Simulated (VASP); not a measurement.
# HfN (P6_3/mmc) in VASP: further runs, part 2 of 2

VASP 6.6.1. The steps go on from the part before.

### 4 Single point, PBEsol

This run uses another cell than the first one, of 11.04 Å³/atom.

The input, INCAR:

```
PREC = Accurate
ENCUT = 520
EDIFF = 1E-7
ISMEAR = 0
SIGMA = 0.1
LREAL = F
LASPH = T
NELM = 100
ALGO = Normal
ISIF = 2
LWAVE = F
LCHARG = F
GGA = PS
NBANDS = 23
```

The input, KPOINTS:

```
Automatic mesh
0
Gamma
  18 18 8
```

The input, POSCAR:

```
HfN
1.0
    3.0926993949      0.0000000000      0.0000000000
   -1.5463496975      2.6783562423      0.0000000000
    0.0000000000      0.0000000000      5.3321036855
Hf N
2 2
Direct
    0.6666666667      0.3333333333      0.7500000000
    0.3333333333      0.6666666667      0.2500000000
    0.0000000000      0.0000000000      0.0000000000
    0.0000000000      0.0000000000      0.5000000000
```

Potentials or basis: VASP PAW PBE potentials, release 64 (Hf_pv, N).

Run with:

```sh
$ cat potpaw_PBE.64/Hf_pv/POTCAR potpaw_PBE.64/N/POTCAR > POTCAR
$ mpirun -np 1 vasp_std > vasp.out
```

OUTCAR:

```text
PREC = Accurate
   ENCUT = 520
   EDIFF = 1E-7
   ISMEAR = 0
   LREAL = F
   LASPH = T
   NELM = 100
   ISIF = 2
   GGA = PS

 ion  position               nearest neighbor table
   1  0.667  0.333  0.750-   3 2.23   4 2.23   3 2.23   4 2.23   3 2.23   4 2.23   2 3.21   2 3.21
                             2 3.21   2 3.21   2 3.21   2 3.21
   2  0.333  0.667  0.250-   3 2.23   4 2.23   3 2.23   4 2.23   3 2.23   4 2.23   1 3.21   1 3.21
                             1 3.21   1 3.21   1 3.21   1 3.21
   3  0.000  0.000  0.000-   1 2.23   2 2.23   1 2.23   2 2.23   1 2.23   2 2.23
   4  0.000  0.000  0.500-   1 2.23   2 2.23   1 2.23   2 2.23   1 2.23   2 2.23

  LATTYP: Found a hexagonal cell.
 ALAT       =     3.0926993949
 C/A-ratio  =     1.7240937462

  Lattice vectors:

 A1 = (   3.0926993949,   0.0000000000,   0.0000000000)
 A2 = (  -1.5463496975,   2.6783562423,   0.0000000000)
 A3 = (   0.0000000000,   0.0000000000,   5.3321036855)

Analysis of symmetry for initial positions (statically):
=====================================================================
 Subroutine PRICEL returns:
 Original cell was already a primitive cell.

[... 175 lines left out ...]

 E-fermi :   8.1238     XC(G=0): -13.1255

 val. band max:        8.1187618292   @ k =   0.2222  -0.0000   0.5000
 cond. band min:       8.1447851858   @ k =   0.3889   0.1667   0.5000
 fundamental gap:      0.0260233566
 Fermi energy:         8.1237561591

 k-point     1 :       0.0000    0.0000    0.0000
  band No.  band energies     occupation
      1     -23.4927      2.00000
      2     -22.4644      2.00000
      3     -22.3655      2.00000
      4     -22.3655      2.00000
      5     -22.2945      2.00000
      6     -22.2945      2.00000
[... 613 lines left out ...]
     22      14.8377      0.00000
     23      15.7528      0.00000

 [... further k-points ...]

------------------------ aborting loop because EDIFF is reached ----------------------------------------

  FORCE on cell =-STRESS in cart. coord.  units (eV):
  Direction    XX          YY          ZZ          XY          YZ          ZX
  --------------------------------------------------------------------------------------
  -------------------------------------------------------------------------------------
  Total        2.1668846      2.1668846      2.2014123     -0.0000000      0.0000000      0.0000000
  in kB       78.6034714     78.6034714     79.8559598     -0.0000000      0.0000000      0.0000000
  external PRESSURE =      79.0209675 kB  Pullay stress =       0.0000000 kB

 VOLUME and BASIS-vectors are now :
 -----------------------------------------------------------------------------
  energy-cutoff  :      520.00
  volume of cell :       44.17
      direct lattice vectors                 reciprocal lattice vectors
     3.092699395  0.000000000  0.000000000     0.323342127  0.186681664  0.000000000
    -1.546349697  2.678356242  0.000000000     0.000000000  0.373363328  0.000000000
     0.000000000  0.000000000  5.332103685     0.000000000  0.000000000  0.187543240

 POSITION                                       TOTAL-FORCE (eV/Angst)
 -----------------------------------------------------------------------------------
      1.54635      0.89279      3.99908         0.000000     -0.000000      0.000000
     -0.00000      1.78557      1.33303        -0.000000      0.000000      0.000000
      0.00000      0.00000      0.00000        -0.000000     -0.000000      0.000000
      0.00000      0.00000      2.66605        -0.000000     -0.000000      0.000000
 -----------------------------------------------------------------------------------
    total drift:                                0.000000     -0.000000      0.000000

  FREE ENERGIE OF THE ION-ELECTRON SYSTEM (eV)
  ---------------------------------------------------
  free  energy   TOTEN  =       -45.8468423546 eV

  energy  without entropy=      -45.8442163071  energy(sigma->0) =      -45.84552933
```

stdout:

```text
POSCAR found type information on POSCAR HfN
 POSCAR found :  2 types and       4 ions
 scaLAPACK will be used
 -----------------------------------------------------------------------------
|                                                                             |
|                                                                             |
|     You enforced a specific xc type in the INCAR file but a different       |
|     I HOPE YOU KNOW WHAT YOU ARE DOING!                                     |
|                                                                             |
 -----------------------------------------------------------------------------

 LDA part: xc-table for (Slater+PW92), standard interpolation
 POSCAR, INCAR and KPOINTS ok, starting setup
 FFT: planning ... GRIDC
 FFT: planning ... GRID_SOFT
 FFT: planning ... GRID
 WAVECAR not read
 entering main loop
```

Run time: 3.1 min. Hardware: 1 thread of Intel Xeon 8259CL, shared host; peak memory 0.29 GiB.

What came out:

```
Free energy            : -45.8468 eV
Pressure               : 7.9 GPa
Band gap on the k mesh : zero (bands 15 and 16 overlap by 2.46 eV)
```

Stress tensor (GPa, compression positive):
```
7.86 0.00 0.00
0.00 7.86 0.00
0.00 0.00 7.99
```

Caveat: the cell stands under pressure; the PAW data sets were made with another functional, which shifts forces and pressure a little; spin-orbit coupling is left out, which moves the levels of the heavy elements.

### 5 Overview

| cell | gap on the mesh (eV) | pressure (GPa) |
| --- | --- | --- |
| a = 3.010, b = 3.010, c = 5.197 Å, angles 90.0, 90.0, 120.0°, 4 atoms | none | 38.0 |
| a = 3.062, b = 3.062, c = 5.281 Å, angles 90.0, 90.0, 120.0°, 4 atoms | none | 17.9 |
| a = 3.093, b = 3.093, c = 5.332 Å, angles 90.0, 90.0, 120.0°, 4 atoms | none | 7.9 |

Alike in all rows: task single point; level PBEsol; potentials or basis VASP PAW PBE potentials, release 64 (Hf_pv, N); no spin polarisation; k mesh 18 × 18 × 8; cutoff (eV) 520; smearing gaussian 0.1 eV.

Caveats: the cell stands under pressure; the PAW data sets were made with another functional, which shifts forces and pressure a little; spin-orbit coupling is left out, which moves the levels of the heavy elements.

Total energies depend on the potentials used, so only differences within one code and one set of settings carry meaning.
